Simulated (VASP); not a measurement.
C:

```xyz
12
Lattice="4.8359 0.0000 0.0000 -2.4180 4.1880 0.0000 0.0000 0.0000 3.2861" Properties=species:S:1:pos:R:3 pbc="T T T"
C     1.4016    0.0000    0.0000
C    -0.7008    1.2139    2.1908
C     1.7171    2.9742    1.0954
C     3.4343    0.0000    1.6431
C    -1.7171    2.9742    0.5477
C     0.7008    1.2139    2.7385
C     0.0000    3.4193    2.4646
C    -0.5433    2.4783    1.3692
C     0.5433    2.4783    0.2738
C     2.4180    0.7687    0.8215
C     2.9612    1.7097    3.0123
C     1.8747    1.7097    1.9169
```

- Program: VASP 6.6.1
- Task: relaxation of cell and atoms
- Functional: PBE
- Potentials or basis: VASP PAW PBE potentials, release 64 (C)
- Cutoff: 600 eV
- k mesh: 6 × 6 × 6
- Occupations: gaussian, width 0.1 eV
- Spin: no spin polarisation

At the start: pressure 36.2 GPa; volume 5.55 Å³/atom.

Task: Where does the relaxation end?

Result: Over 8 steps the energy falls by 55.8 meV/atom and the volume is 6.01 Å³/atom (+8.3 %); space group P6_522 (No. 179, to 0.05 Å).

Step by step:
| step | energy change (eV) | largest force (eV/Å) | pressure (GPa) | volume (Å³) |
| --- | --- | --- | --- | --- |
| 1 | 0.0000 | 0.6252 | 36.24 | 66.55 |
| 2 | 0.3010 | 1.4610 | -33.15 | 79.36 |
| 3 | -0.6275 | 0.4994 | -0.66 | 71.98 |
| 4 | -0.6278 | 0.4808 | -0.03 | 71.87 |
| 5 | -0.6487 | 0.4208 | -1.10 | 72.41 |
| 6 | -0.6668 | 0.1610 | -0.72 | 72.20 |
| 7 | -0.6684 | 0.1221 | 0.49 | 72.00 |
| 8 | -0.6696 | 0.0182 | 0.00 | 72.08 |

Final structure:
```
CELL_PARAMETERS angstrom
4.92085 0.00000 0.00000
-2.46043 4.26158 0.00000
0.00000 0.00000 3.43719
ATOMIC_POSITIONS crystal
C 0.28939 0.00000 0.00000
C 0.00000 0.28939 0.66667
C 0.71061 0.71061 0.33333
C 0.71061 0.00000 0.50000
C 0.00000 0.71061 0.16667
C 0.28939 0.28939 0.83333
C 0.40883 0.81767 0.75000
C 0.18233 0.59117 0.41667
C 0.40883 0.59117 0.08333
C 0.59117 0.18233 0.25000
C 0.81767 0.40883 0.91667
C 0.59117 0.40883 0.58333
```
